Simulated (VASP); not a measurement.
A run of VASP 6.6.1 is set up as follows.

The input INCAR:

```
SYSTEM = Al4N3
PREC     = Accurate       ! precision mode
ENCUT    = 520            ! plane-wave cutoff, eV
EDIFF    = 1E-6           ! SCF threshold, eV
ISMEAR   = 0              ! smearing method
SIGMA    = 0.1            ! smearing width, eV
LREAL    = .FALSE.        ! projectors in reciprocal space
LASPH    = .TRUE.         ! aspherical terms in the spheres
NELM     = 60             ! most SCF steps
ALGO     = Normal         ! electronic algorithm
ISIF     = 2              ! what is computed and relaxed
LWAVE    = .FALSE.        ! write WAVECAR
LCHARG   = .FALSE.        ! write CHGCAR
GGA      = PE             ! functional
NBANDS   = 22             ! bands
```

File KPOINTS:

```
Automatic mesh
0
G
  12 12 4
  0 0 0
```

File POSCAR:

```
Al4N3
1.0
    3.1406901763      0.0000000000      0.0000000000
   -1.5703450881      2.7199174781      0.0000000000
    0.0000000000      0.0000000000      9.9236935320
Al N
4 3
Direct
    0.0000000000      0.0000000000      0.4952849026
    0.3333333333      0.6666666667      0.7569070921
    0.0000000000      0.0000000000      0.9825828970
    0.3333333333      0.6666666667      0.2395281577
    0.3333333333      0.6666666667      0.4331302859
    0.0000000000      0.0000000000      0.6893330150
    0.0000000000      0.0000000000      0.1782336497
```

Potentials or basis: VASP PAW PBE potentials, release 64 (Al, N).

The run is started by

```console
$ cat potpaw_PBE.64/Al/POTCAR potpaw_PBE.64/N/POTCAR > POTCAR
$ mpirun -np 1 vasp_std > vasp.out
```

(1) Estimate the pressure.

(2) Estimate the largest force.

Results:

(1) -4.3 GPa.

(2) 0.012 eV/Å.
